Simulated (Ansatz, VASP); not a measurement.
**Ru in VASP and in Ansatz**

```
Ru
1.0
     4.55160   -0.73454   -0.70656
    -1.03423    3.66905   -0.17233
    -1.03170   -0.11909    3.65520
Ru
4
Direct
  0.60706 0.77245 0.96947
  0.10704 0.52243 0.21947
  0.10705 0.02244 0.71946
  0.60705 0.27244 0.46947
```

Alike in both runs: functional PBE; k mesh 4 × 4 × 6; occupations gaussian, width 0.1 eV; no spin polarisation.

Ansatz relaxed the structure, and its values are those at the end. VASP's run is a single point on that final structure, the one shown.

|  | VASP | Ansatz |
| --- | --- | --- |
| version | VASP 6.6.1 | Ansatz 0.2.0 |
| potentials or method | VASP PAW PBE potentials, release 64 (Ru_pv), cutoff 520 eV | scalar-relativistic, plane waves, PAW |
| valence electrons in the cell | 56 | 64 |

Ansatz gave:

* gap on the k mesh at the Fermi level (eV): none
* pressure (GPa): 0.0

Task: Which values does VASP return?

Result: gap on the k mesh at the Fermi level (eV): none; pressure (GPa): -0.1.

A gap of «none» marks a metal or a gap that the smearing closes. VASP's potentials hold 56 valence electrons a cell and Ansatz's 64, so a difference there can come from the potentials and not from the codes.

The k mesh is coarse, so the values compare programs but aren't converged.
